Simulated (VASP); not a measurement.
KTaO3, 5 atoms in the cell. The structure is tetragonal, space group P4/mmm (No. 123). Conventional cell: a = 3.990 Å, b = 3.990 Å, c = 4.030 Å, α = 90.00°, β = 90.00°, γ = 90.00°. K (site symmetry 4/mmm) has 12 O at 2.82 to 2.84 Å and 8 Ta at 3.47 Å within 3.7 Å. Within 2.6 Å of Ta (site symmetry 4/mmm) lie 6 O at 2.00 to 2.02 Å. O (site symmetry 4/mmm) has 2 Ta at 2.02 Å within 2.7 Å. O (site symmetry mmm) has 2 Ta at 2.00 Å within 2.6 Å.  This cell differs from its parent crystal: uniaxial z strain +1.0%.

| Quantity | Value |
| --- | --- |
| Program | VASP 6.6.1 |
| Task | single point |
| Functional | PBE |
| Potentials or basis | VASP PAW PBE potentials, release 64 (K_sv, Ta_pv, O) |
| Cutoff | 520 eV |
| k mesh | 6 × 6 × 6 |
| Occupations | fermi-dirac, width 0.02 eV |
| Spin | no spin polarisation |
| Dipole correction | no |
| Further INCAR settings | ALGO = Normal; EDIFF = 1e-06; NBANDS = 27 |

Potentials or basis: VASP PAW PBE potentials, release 64 (K_sv, Ta_pv, O).

Launch:

```bash
$ cat potpaw_PBE.64/K_sv/POTCAR potpaw_PBE.64/Ta_pv/POTCAR potpaw_PBE.64/O/POTCAR > POTCAR
$ mpirun -np 1 vasp_std > vasp.out
```

Hardware: 1 thread of Intel Xeon 8259CL, with other jobs on the host.

Problem. How long does it take, and how much memory?

Solution. Wall time 110 s on 1 thread of Intel Xeon 8259CL, with other jobs on the host, peak memory 0.21 GiB. Counts: scf iterations 14, k points 40.
